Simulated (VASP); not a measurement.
# O (Im-3m) in VASP: notebook, part 2 of 2

VASP 6.6.1. Earlier steps stand in the parts before.

### 4 Single point, PBE (volume scaled by 0.88)

INCAR reads:

```
SYSTEM = O
ALGO = Normal
EDIFF = 1E-6
ENCUT = 520
GGA = PE
ISIF = 2
ISMEAR = -1
LASPH = .TRUE.
LCHARG = .FALSE.
LREAL = .FALSE.
LWAVE = .FALSE.
NBANDS = 9
NELM = 60
PREC = Accurate
SIGMA = 0.08
```

KPOINTS reads:

```
k-points
0
G
  19 19 19
  0 0 0
```

POSCAR reads:

```
O
1.0
   -1.1965222867      1.1965222867      1.1965222867
    1.1965222867     -1.1965222867      1.1965222867
    1.1965222867      1.1965222867     -1.1965222867
O
1
Direct
    0.0000000000      0.0000000000      0.0000000000
```

Potentials or basis: VASP PAW PBE potentials, release 64 (O).

On the command line:

```
$ cat potpaw_PBE.64/O/POTCAR > POTCAR
$ mpirun -np 1 vasp_std > vasp.out
```

OUTCAR:

```text
SYSTEM = O
   EDIFF = 1E-6
   ENCUT = 520
   GGA = PE
   ISIF = 2
   ISMEAR = -1
   LASPH = .TRUE.
   LREAL = .FALSE.
   NELM = 60
   PREC = Accurate

 ion  position               nearest neighbor table
   1  0.000  0.000  0.000-

  LATTYP: Found a body centered cubic cell.
 ALAT       =     2.3930445734

  Lattice vectors:

 A1 = (  -1.1965222867,   1.1965222867,   1.1965222867)
 A2 = (   1.1965222867,  -1.1965222867,   1.1965222867)
 A3 = (   1.1965222867,   1.1965222867,  -1.1965222867)

Analysis of symmetry for initial positions (statically):
=====================================================================
 Subroutine PRICEL returns:
 Original cell was already a primitive cell.

 Routine SETGRP: Setting up the symmetry group for a
 body centered cubic supercell.

 Subroutine GETGRP returns: Found 48 space group operations
 (whereof 48 operations were pure point group operations)
 out of a pool of 48 trial point group operations.

The static configuration has the point symmetry O_h .

Analysis of symmetry for dynamics (positions and initial velocities):
=====================================================================
 Subroutine PRICEL returns:
 Original cell was already a primitive cell.

 Routine SETGRP: Setting up the symmetry group for a
 body centered cubic supercell.

 Subroutine GETGRP returns: Found 48 space group operations
 (whereof 48 operations were pure point group operations)
 out of a pool of 48 trial point group operations.

The dynamic configuration has the point symmetry O_h .

 Subroutine INISYM returns: Found 48 space group operations
 (whereof 48 operations are pure point group operations),
 and found     1 'primitive' translations

----------------------------------------------------------------------------------------

                                     Primitive cell

  volume of cell :       6.8521

  direct lattice vectors                    reciprocal lattice vectors
    -1.196522287  1.196522287  1.196522287     0.000000000  0.417877716  0.417877716
     1.196522287 -1.196522287  1.196522287     0.417877716  0.000000000  0.417877716
     1.196522287  1.196522287 -1.196522287     0.417877716  0.417877716  0.000000000

  length of vectors
     2.072437393  2.072437393  2.072437393     0.590968333  0.590968333  0.590968333

  position of ions in fractional coordinates (direct lattice)
     0.000000000  0.000000000  0.000000000

  ion indices of the primitive-cell ions
   primitive index   ion index
                 1           1

----------------------------------------------------------------------------------------

 KPOINTS: k-points

Automatic generation of k-mesh.
 Grid dimensions read from file:
 generate k-points for:   19   19   19

 Generating k-lattice:

  Cartesian coordinates                     Fractional coordinates (reciprocal lattice)
     0.000000000  0.021993564  0.021993564     0.052631579  0.000000000  0.000000000
     0.021993564  0.000000000  0.021993564     0.000000000  0.052631579  0.000000000
     0.021993564  0.021993564  0.000000000     0.000000000  0.000000000  0.052631579

  Length of vectors
     0.031103596  0.031103596  0.031103596

  Shift w.r.t. Gamma in fractional coordinates (k-lattice)
     0.000000000  0.000000000  0.000000000

 Subroutine IBZKPT returns following result:
 ===========================================

 Found    220 irreducible k-points:

 Following reciprocal coordinates:
            Coordinates               Weight
  0.000000  0.000000  0.000000      1.000000
  0.052632  0.000000  0.000000     12.000000
  0.105263  0.000000  0.000000     12.000000
  0.157895  0.000000  0.000000     12.000000
  0.210526  0.000000  0.000000     12.000000
  0.263158  0.000000  0.000000     12.000000
[... 16 lines left out ...]
  0.263158  0.105263 -0.000000     48.000000
  0.315789  0.105263 -0.000000     48.000000
 [... further k-points ...]
   k-points           NKPTS =    220   k-points in BZ     NKDIM =    220   number of bands    NBANDS=      9
   number of dos      NEDOS =    301   number of ions     NIONS =      1
   total plane-waves  NPLWV =   4096
   dimension x,y,z NGX =    16 NGY =   16 NGZ =   16
   dimension x,y,z NGXF=    32 NGYF=   32 NGZF=   32
   ions per type =               1
   NGX,Y,Z   is equivalent  to a cutoff of  12.83, 12.83, 12.83 a.u.
   NGXF,Y,Z  is equivalent  to a cutoff of  25.67, 25.67, 25.67 a.u.
 SYSTEM =  O
   PREC   = accura    normal or accurate (medium, high low for compatibility)
   ISTART =      0    job   : 0-new  1-cont  2-samecut
   ICHARG =      2    charge: 1-file 2-atom 10-const
   ISPIN  =      1    spin polarized calculation?
   LNONCOLLINEAR =      F non collinear calculations
   LSORBIT =      F    spin-orbit coupling
   LASPH  =      T    aspherical Exc in radial PAW
   ENCUT  =  520.0 eV  38.22 Ry    6.18 a.u.   3.85  3.85  3.85*2*pi/ulx,y,z
   NELM   =     60;   NELMIN=  2; NELMDL= -5     # of ELM steps
   EDIFF  = 0.1E-05   stopping-criterion for ELM
   LREAL  =      F    real-space projection
   EDIFFG = 0.1E-04   stopping-criterion for IOM
   NSW    =      0    number of steps for IOM
   IBRION =     -1    ionic relax: 0-MD 1-quasi-New 2-CG
   NFREE  =      0    steps in history (QN), initial steepest desc. (CG)
   ISIF   =      2    stress and relaxation
   ISYM   =      2    0-nonsym 1-usesym 2-fastsym
   POTIM  = 0.5000    time-step for ionic-motion
   TEBEG  =    0.0;   TEEND  =   0.0 temperature during run
   PSTRESS=    0.0 pullay stress
   NELECT =       6.0000    total number of electrons
   NUPDOWN=      -1.0000    fix difference up-down
   EMIN   =  10.00;   EMAX   =-10.00  energy-range for DOS
   EFERMI =   0.00;   METHOD = LEGACY
   ISMEAR =    -1;   SIGMA  =   0.08  broadening in eV -4-tet -1-fermi 0-gaus
   EFERMI_NEDOS =   21; number of points for ismear=-14 and -15
   IALGO  =     38    algorithm
   IMIX   =      4    mixing-type and parameters
     AMIX     =   0.40;   BMIX     =  1.00
     AMIX_MAG =   1.60;   BMIX_MAG =  1.00
  volume/ion in A,a.u.               =       6.85        46.24
  Fermi-wavevector in a.u.,A,eV,Ry     =   1.566214  2.959715 33.375453  2.453027
  Thomas-Fermi vector in A             =   2.668575
   LORBIT       =      0    0 simple, 1 ext, 2 COOP (PROOUT), +10 PAW based schemes
   GGA     = PE    functional components
   LHFCALC =     F    Hartree Fock is set to
   AEXX    =    0.0000 exact exchange contribution
   IVDW    =     0    specifies the selected vdW correction
   LEPSILON=     F    determine dielectric tensor
   LRPA    =     F    only Hartree local field effects (RPA)
 non-spin polarized calculation
  energy-cutoff  :      520.00
  volume of cell :        6.85
 maximum number of plane-waves:       194
   NGX =  7   NGY =  7   NGZ =  7

 number of electron       5.9999996 magnetization

 Free energy of the ion-electron system (eV)
  ---------------------------------------------------
  ext. energy  EPLUGINS =         0.00000000
  ---------------------------------------------------
  free energy    TOTEN  =        -2.41822944 eV

  energy without entropy =       -2.40521630  energy(sigma->0) =       -2.41172287

 E-fermi :   4.0348     XC(G=0): -12.9646

 val. band max:        3.9692682288   @ k =  -0.2105   0.2632   0.1579
 cond. band min:       4.0499438815   @ k =  -0.2105   0.2105   0.2105
 fundamental gap:      0.0806756527
 Fermi energy:         4.0348245690

 k-point     1 :       0.0000    0.0000    0.0000
  band No.  band energies     occupation
      1     -18.9107      2.00000
      2       6.2478      0.00000
      3       6.2478      0.00000
      4       6.2478      0.00000
      5      25.2242      0.00000
      6      42.0433      0.00000
      7      42.0433      0.00000
      8      42.0433      0.00000
      9      46.2777      0.00000

 k-point     2 :       0.0526    0.0000    0.0000
  band No.  band energies     occupation
      1     -18.8102      2.00000
      2       6.0000      0.00000
      3       6.1714      0.00000
      4       6.2358      0.00000
      5      25.3813      0.00000
      6      41.0950      0.00000
      7      41.2160      0.00000
      8      42.3379      0.00000
      9      44.8379      0.00000
[... 253 lines left out ...]
 k-point    24 :       0.3158    0.1053   -0.0000
  band No.  band energies     occupation
      1     -14.3798      2.00000
      2      -1.7075      2.00000
      3       3.6481      1.98421
      4       5.5132      0.00000
      5      26.6240      0.00000
      6      31.4702      0.00000
      7      32.6588      0.00000
      8      43.6526      0.00000
      9      51.7862      0.00000

 [... further k-points ...]
[... 5 lines left out ...]
  --------------------------------------------------------------------------------------
  -------------------------------------------------------------------------------------
  Total        1.0898340      1.0898340      1.0898340     -0.0000000      0.0000000      0.0000000
  in kB      254.8288385    254.8288385    254.8288385     -0.0000000      0.0000000      0.0000000
  external PRESSURE =     254.8288385 kB  Pullay stress =       0.0000000 kB

 VOLUME and BASIS-vectors are now :
 -----------------------------------------------------------------------------
  energy-cutoff  :      520.00
  volume of cell :        6.85
      direct lattice vectors                 reciprocal lattice vectors
    -1.196522287  1.196522287  1.196522287     0.000000000  0.417877716  0.417877716
     1.196522287 -1.196522287  1.196522287     0.417877716  0.000000000  0.417877716
     1.196522287  1.196522287 -1.196522287     0.417877716  0.417877716  0.000000000

 POSITION                                       TOTAL-FORCE (eV/Angst)
 -----------------------------------------------------------------------------------
      0.00000      0.00000      0.00000        -0.000000      0.000000     -0.000000
 -----------------------------------------------------------------------------------
    total drift:                               -0.000000      0.000000      0.000000

  FREE ENERGIE OF THE ION-ELECTRON SYSTEM (eV)
  ---------------------------------------------------
  free  energy   TOTEN  =        -2.4182294363 eV

  energy  without entropy=       -2.4052163021  energy(sigma->0) =       -2.41172287
```

stdout:

```text
POSCAR found type information on POSCAR O
 POSCAR found :  1 types and       1 ions
 scaLAPACK will be used
 LDA part: xc-table for (Slater+PW92), standard interpolation
 POSCAR, INCAR and KPOINTS ok, starting setup
 FFT: planning ... GRIDC
 FFT: planning ... GRID_SOFT
 FFT: planning ... GRID
 WAVECAR not read
 entering main loop
```

It took 5.2 s on 1 thread of Intel Xeon 6975P-C (Granite Rapids), shared host; peak memory 0.11 GiB.

Results:

```
Free energy            : -2.4182 eV
Pressure               : 25.5 GPa
Band gap on the k mesh : zero (band 3 reaches 6.25 eV, above the bottom of band 4 at 0.51 eV)
```
